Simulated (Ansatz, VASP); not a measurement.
# Sc: VASP beside Ansatz

Contents of INCAR:

```
ALGO = Normal ; EDIFF = 1E-8
ENCUT = 520 ; ISIF = 2
ISMEAR = -1 ; LASPH = True
LCHARG = False ; LEFG = True
LREAL = False ; LWAVE = False
NBANDS = 12 ; NELM = 60
PREC = Accurate ; SIGMA = 0.03
```

KPOINTS

```
k-points
0
Gamma
  13 13 13
```

The input POSCAR:

```
Sc
1.0
   -1.9172054859      1.9172054859      1.7176030000
    1.9172054859     -1.9172054859      1.7176030000
    1.9172054859      1.9172054859     -1.7176030000
Sc
1
Direct
    0.0000000000      0.0000000000      0.0000000000
```

Input for Ansatz:

```yaml
crystal:
  lattice:
    - [-1.9172054859, 1.9172054859, 1.717603]
    - [1.9172054859, -1.9172054859, 1.717603]
    - [1.9172054859, 1.9172054859, -1.717603]
  atoms:
    - { symbol: Sc, position: [0.0, 0.0, 0.0] }
kpoints:
  mp_grid: { grid: [13, 13, 13] }
  band_path:
    path:
      - [0.0, 0.0, 0.0]
      - [0.0, 0.0, 0.5]
      - [-0.5, 0.5, 0.5]
      - [0.0, 0.0, 0.0]
      - [0.4506542037, 0.4506542037, -0.4506542037]
      - [-0.4506542037, 0.5493457963, 0.4506542037]
      - [-0.5, 0.5, 0.5]
      - [0.0, 0.0, 0.5]
      - [0.25, 0.25, 0.25]
    npoints: 8
scf:
  occupations: { method: fermi_dirac, width: 0.03 }
hamiltonian:
  xc: lda
  pseudopotentials: { kind: paw }
output:
  forces: true
  stress: true
  eigenvalues: true
  efg: { contact_densities: true }
  populations: true
  bader: true
  dos: { projected: true, de: 0.2, e_range: [-14, 8] }
```

Alike in both runs: task electric field gradients; functional LDA; k mesh 13 × 13 × 13; occupations fermi-dirac, width 0.03 eV; no spin polarisation.

```csv
,VASP,Ansatz
version,VASP 6.6.1,Ansatz 0.2.0
potentials or method,"VASP PAW LDA potentials, release 64 (Sc_sv)","PAW with Ansatz's default frozen-core files, scalar-relativistic"
plane-wave cutoff (eV),520,420
valence electrons in the cell,11,11
```

VASP gave:

- pressure (GPa): -5.4
- traceless stress, the component that is largest in VASP (GPa): 0.22
- size of Vzz on the site where it differs most (V/Å²): 9.6

Task: What did Ansatz give for the same quantities?

Result: Pressure (GPa): -5.4; traceless stress, the component that is largest in VASP (GPa): 0.23; size of Vzz on the site where it differs most (V/Å²): 8.5.

LDA's correlation is that of Perdew and Zunger in VASP and of Perdew and Wang (1992) in Ansatz.
